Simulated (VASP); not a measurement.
# YMn2 (Fd-3m) in VASP: single point with PBE

Aim: the single point of YMn2 with PBE.

Program: VASP 6.6.1. These are calculated values, not measurements. Logs are shortened: lines on timing, memory, paths and dates and some standing lists are left out, and cuts for length are marked.

## 1. The cell of the first run

It takes space group Fd-3m (No. 227, cubic). The conventional cell has a = 7.660 Å, b = 7.660 Å, c = 7.660 Å, α = 90.00°, β = 90.00°, γ = 90.00°. Within 4.2 Å of Y (site symmetry -43m) lie 12 Mn at 3.18 Å and 4 Y at 3.32 Å. Mn (site symmetry -3m) has 6 Mn at 2.71 Å and 6 Y at 3.18 Å within 3.6 Å.

## 2. Single point, PBE, collinear spin, ferrimagnetic start

INCAR reads:

```
SYSTEM = YMn2
ALGO = Normal
EDIFF = 1E-6
ENCUT = 500
GGA = PE
GGA_COMPAT = .False.
ISIF = 2
ISMEAR = 0
ISPIN = 2
LASPH = .True.
LCHARG = .False.
LMAXMIX = 4
LORBIT = 11
LREAL = .False.
LWAVE = .False.
MAGMOM = -0.3 -0.3 2.27 2.27 2.27 2.27
NBANDS = 50
NELM = 200
NUPDOWN = 7.5
PREC = Accurate
SIGMA = 0.1
```

KPOINTS reads:

```
k-points
0
Gamma
  8 8 8
  0 0 0
```

POSCAR reads:

```
YMn2
1.0
    0.0000000000      3.8300000000      3.8300000000
    3.8300000000      0.0000000000      3.8300000000
    3.8300000000      3.8300000000      0.0000000000
Y Mn
2 4
Direct
    0.5000000000      0.5000000000      0.5000000000
    0.7500000000      0.7500000000      0.7500000000
    0.1250000000      0.1250000000      0.1250000000
    0.6250000000      0.1250000000      0.1250000000
    0.1250000000      0.1250000000      0.6250000000
    0.1250000000      0.6250000000      0.1250000000
```

Potentials or basis: VASP PAW PBE potentials, release 64 (Y_sv, Mn_pv).

Run with:

```bash
cat potpaw_PBE.64/Y_sv/POTCAR potpaw_PBE.64/Mn_pv/POTCAR > POTCAR
mpirun -np 1 vasp_std > vasp.out
```

OUTCAR:

```text
SYSTEM = YMn2
   EDIFF = 1E-6
   ENCUT = 500
   GGA = PE
   ISIF = 2
   ISMEAR = 0
   ISPIN = 2
   LASPH = .True.
   LORBIT = 11
   LREAL = .False.
   NELM = 200
   NUPDOWN = 7.5
   PREC = Accurate

 ion  position               nearest neighbor table
   1  0.500  0.500  0.500-   6 3.18   4 3.18   5 3.18   5 3.18   3 3.18   4 3.18   6 3.18   3 3.18
                             3 3.18   4 3.18   5 3.18   6 3.18   2 3.32   2 3.32   2 3.32   2 3.32
   2  0.750  0.750  0.750-   4 3.18   6 3.18   6 3.18   3 3.18   5 3.18   5 3.18   4 3.18   4 3.18
                             5 3.18   3 3.18   6 3.18   3 3.18   1 3.32   1 3.32   1 3.32   1 3.32
   3  0.125  0.125  0.125-   4 2.71   5 2.71   6 2.71   5 2.71   6 2.71   4 2.71   1 3.18   2 3.18
                             1 3.18   2 3.18   1 3.18   2 3.18
   4  0.625  0.125  0.125-   3 2.71   5 2.71   6 2.71   3 2.71   5 2.71   6 2.71   2 3.18   1 3.18
                             2 3.18   1 3.18   1 3.18   2 3.18
   5  0.125  0.125  0.625-   3 2.71   3 2.71   4 2.71   6 2.71   6 2.71   4 2.71   1 3.18   2 3.18
                             1 3.18   2 3.18   1 3.18   2 3.18
   6  0.125  0.625  0.125-   3 2.71   5 2.71   3 2.71   4 2.71   5 2.71   4 2.71   1 3.18   2 3.18
                             2 3.18   1 3.18   1 3.18   2 3.18

  LATTYP: Found a face centered cubic cell.
 ALAT       =     7.6600000000

  Lattice vectors:

 A1 = (   0.0000000000,   3.8300000000,   3.8300000000)
 A2 = (   3.8300000000,   0.0000000000,   3.8300000000)
 A3 = (   3.8300000000,   3.8300000000,   0.0000000000)

Analysis of symmetry for initial positions (statically):
=====================================================================
 Subroutine PRICEL returns:
 Original cell was already a primitive cell.

 Routine SETGRP: Setting up the symmetry group for a
 face centered cubic supercell.

 Subroutine GETGRP returns: Found 48 space group operations
 (whereof 24 operations were pure point group operations)
 out of a pool of 48 trial point group operations.

The static configuration has the point symmetry T_d .
 The point group associated with its full space group is O_h .

Analysis of symmetry for dynamics (positions and initial velocities):
=====================================================================
 Subroutine PRICEL returns:
 Original cell was already a primitive cell.

 Routine SETGRP: Setting up the symmetry group for a
 face centered cubic supercell.

 Subroutine GETGRP returns: Found 48 space group operations
 (whereof 24 operations were pure point group operations)
 out of a pool of 48 trial point group operations.

The dynamic configuration has the point symmetry T_d .
 The point group associated with its full space group is O_h .

Analysis of structural, dynamic, and magnetic symmetry:
=====================================================================
 Subroutine PRICEL returns:
[... 164 lines left out ...]
  energy without entropy =      -47.11395055  energy(sigma->0) =      -47.14857823

 E-fermi :   5.3440     XC(G=0): -11.2497

 val. band max:        5.3440084998   @ k =  -0.1250   0.1250   0.0000
 cond. band min:       5.2953240212   @ k =   0.2500   0.2500   0.0000
 fundamental gap:     -0.0486844786
 Fermi energy:         5.2892935433

 spin component 1

 k-point     1 :       0.0000    0.0000    0.0000
  band No.  band energies     occupation
      1     -43.1760      1.00000
      2     -43.1760      1.00000
      3     -43.1760      1.00000
      4     -43.1666      1.00000
      5     -43.1666      1.00000
      6     -43.1396      1.00000
[... 1237 lines left out ...]
     48       7.4146      0.00000
     49       8.2259      0.00000

 [... further k-points ...]

 spin component 2

 k-point     1 :       0.0000    0.0000    0.0000
  band No.  band energies     occupation
      1     -41.1714      1.00000
      2     -40.9753      1.00000
      3     -40.9753      1.00000
      4     -40.9753      1.00000
      5     -40.8624      1.00000
      6     -40.8624      1.00000
[... 1237 lines left out ...]
     48       8.3858      0.00000
     49       8.6490      0.00000

 [... further k-points ...]

 [bands above 49 left out]

------------------------ aborting loop because EDIFF is reached ----------------------------------------

  FORCE on cell =-STRESS in cart. coord.  units (eV):
  Direction    XX          YY          ZZ          XY          YZ          ZX
  --------------------------------------------------------------------------------------
  -------------------------------------------------------------------------------------
  Total       -7.5216399     -7.5216399     -7.5216399      0.0000000      0.0000000      0.0000000
  in kB     -107.2498765   -107.2498765   -107.2498765      0.0000000      0.0000000      0.0000000
  external PRESSURE =    -107.2498765 kB  Pullay stress =       0.0000000 kB

 VOLUME and BASIS-vectors are now :
 -----------------------------------------------------------------------------
  energy-cutoff  :      500.00
  volume of cell :      112.36
      direct lattice vectors                 reciprocal lattice vectors
     0.000000000  3.830000000  3.830000000    -0.130548303  0.130548303  0.130548303
     3.830000000  0.000000000  3.830000000     0.130548303 -0.130548303  0.130548303
     3.830000000  3.830000000  0.000000000     0.130548303  0.130548303 -0.130548303

 POSITION                                       TOTAL-FORCE (eV/Angst)
 -----------------------------------------------------------------------------------
      3.83000      3.83000      3.83000         0.000000      0.000000      0.000000
      5.74500      5.74500      5.74500        -0.000000     -0.000000     -0.000000
      0.95750      0.95750      0.95750         0.000000     -0.000000      0.000000
      0.95750      2.87250      2.87250         0.000000     -0.000000      0.000000
      2.87250      2.87250      0.95750         0.000000     -0.000000      0.000000
      2.87250      0.95750      2.87250         0.000000      0.000000      0.000000
 -----------------------------------------------------------------------------------
    total drift:                                0.000000     -0.000000      0.000000

  FREE ENERGIE OF THE ION-ELECTRON SYSTEM (eV)
  ---------------------------------------------------
  free  energy   TOTEN  =       -47.1832059010 eV

  energy  without entropy=      -47.1139505532  energy(sigma->0) =      -47.14857823

 total charge

# of ion       s       p       d       f       tot
--------------------------------------------------
    1        2.251   6.323   1.037   0.028   9.639
    2        2.251   6.323   1.037   0.028   9.639
    3        0.355   6.203   5.026   0.000  11.584
    4        0.355   6.203   5.026   0.000  11.584
    5        0.355   6.203   5.026   0.000  11.584
    6        0.355   6.203   5.026   0.000  11.584
--------------------------------------------------
tot          5.921  37.457  22.177   0.057  65.612

 magnetization (x)

# of ion       s       p       d       f       tot
--------------------------------------------------
    1       -0.040  -0.043  -0.275   0.000  -0.357
    2       -0.040  -0.043  -0.275   0.000  -0.357
    3        0.007  -0.003   2.058   0.000   2.061
    4        0.007  -0.003   2.058   0.000   2.061
    5        0.007  -0.003   2.058   0.000   2.061
    6        0.007  -0.003   2.058   0.000   2.061
--------------------------------------------------
tot         -0.054  -0.100   7.683   0.001   7.531
```

OSZICAR:

```text
N       E                     dE             d eps       ncg     rms          rms(c)
DAV:   1     0.846500271824E+03    0.84650E+03   -0.39368E+04  5960   0.168E+03
DAV:   2     0.121701651982E+02   -0.83433E+03   -0.80739E+03  5800   0.516E+02
DAV:   3    -0.474913958212E+02   -0.59662E+02   -0.55590E+02  7242   0.138E+02
DAV:   4    -0.535778508024E+02   -0.60865E+01   -0.59937E+01  8782   0.284E+01
DAV:   5    -0.537700923378E+02   -0.19224E+00   -0.19192E+00  7796   0.498E+00    0.683E+01
DAV:   6    -0.674932631416E+02   -0.13723E+02   -0.15116E+02  6782   0.740E+01    0.456E+01
DAV:   7    -0.477128307286E+02    0.19780E+02   -0.90392E+01  6614   0.526E+01    0.215E+01
DAV:   8    -0.472759878654E+02    0.43684E+00   -0.66886E+00  7674   0.983E+00    0.183E+01
DAV:   9    -0.472229864700E+02    0.53001E-01   -0.54871E-01  7380   0.342E+00    0.109E+01
DAV:  10    -0.471823304240E+02    0.40656E-01   -0.11999E-01  7384   0.160E+00    0.558E+00
DAV:  11    -0.471838437527E+02   -0.15133E-02   -0.74406E-02  6520   0.118E+00    0.725E-01
DAV:  12    -0.471842026261E+02   -0.35887E-03   -0.10209E-02  7770   0.480E-01    0.731E-01
DAV:  13    -0.471833865602E+02    0.81607E-03   -0.13837E-03  7126   0.162E-01    0.344E-01
DAV:  14    -0.471832182010E+02    0.16836E-03   -0.45400E-04  7060   0.710E-02    0.130E-01
DAV:  15    -0.471832163223E+02    0.18787E-05   -0.39531E-05  7732   0.309E-02    0.982E-02
DAV:  16    -0.471832073133E+02    0.90090E-05   -0.16679E-05  6974   0.160E-02    0.271E-02
DAV:  17    -0.471832055728E+02    0.17405E-05   -0.51038E-06  5726   0.988E-03    0.428E-03
DAV:  18    -0.471832059010E+02   -0.32821E-06   -0.33975E-07  3010   0.334E-03
   1 F= -.47183206E+02 E0= -.47148578E+02  d E =-.692553E-01  mag=     7.5000
```

stdout:

```text
POSCAR found type information on POSCAR Y Mn
 POSCAR found :  2 types and       6 ions
 scaLAPACK will be used
 LDA part: xc-table for (Slater+PW92), standard interpolation
 POSCAR, INCAR and KPOINTS ok, starting setup
 FFT: planning ... GRIDC
 FFT: planning ... GRID_SOFT
 FFT: planning ... GRID
 WAVECAR not read
 entering main loop
```

It took 5.6 min on 1 thread of Intel Xeon Platinum 8375C at 2.90GHz (Ice Lake), shared host; peak memory 0.44 GiB.

Results:

```
Free energy                                           : -47.1832 eV
Pressure                                              : -10.7 GPa
Net moment                                            : 7.50 μB per cell
Site moments                                          : Y -0.36; Mn +2.06 μB
Valence electrons inside the program's atomic spheres : Y 9.64; Mn 11.58
```

Caveat: the total moment is fixed, so each spin has its own Fermi level.
